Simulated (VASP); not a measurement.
A run of VASP 6.6.1 is set up as follows.

File INCAR:

```
PREC = Accurate
ENCUT = 520
EDIFF = 1E-7
ISMEAR = -1
SIGMA = 0.05
LREAL = False
LASPH = True
NELM = 60
ALGO = Normal
ISIF = 2
LWAVE = False
LCHARG = True
GGA = VW
LELF = True
LVHAR = True
NBANDS = 30
```

The input KPOINTS:

```
Automatic mesh
0
Gamma
  5 5 5
```

POSCAR

```
CsSnI3
1.0
    6.0196166842      0.0000000000      0.0000000000
    0.0000000000      6.0196166842      0.0000000000
    0.0000000000      0.0000000000      6.0196166842
Cs I Sn
1 3 1
Direct
    0.0000000000      0.0000000000      0.0000000000
    0.5000000000      0.5000000000      0.0000000000
    0.5000000000      0.0000000000      0.5000000000
    0.0000000000      0.5000000000      0.5000000000
    0.5000000000      0.5000000000      0.5000000000
```

Potentials or basis: VASP PAW PBE potentials, release 64 (Cs_sv, I, Sn_d).

Launch:

```sh
$ cat potpaw_PBE.64/Cs_sv/POTCAR potpaw_PBE.64/I/POTCAR potpaw_PBE.64/Sn_d/POTCAR > POTCAR
$ mpirun -np 1 vasp_std > vasp.out
```

Predict the pressure.

0.0 GPa.

Estimate the band gap on the k mesh.

1.67 eV, direct.

Caveat: the PAW data sets were made with another functional, which shifts forces and pressure a little; spin-orbit coupling is left out, which moves the levels of the heavy elements. A k mesh can miss the band edges.
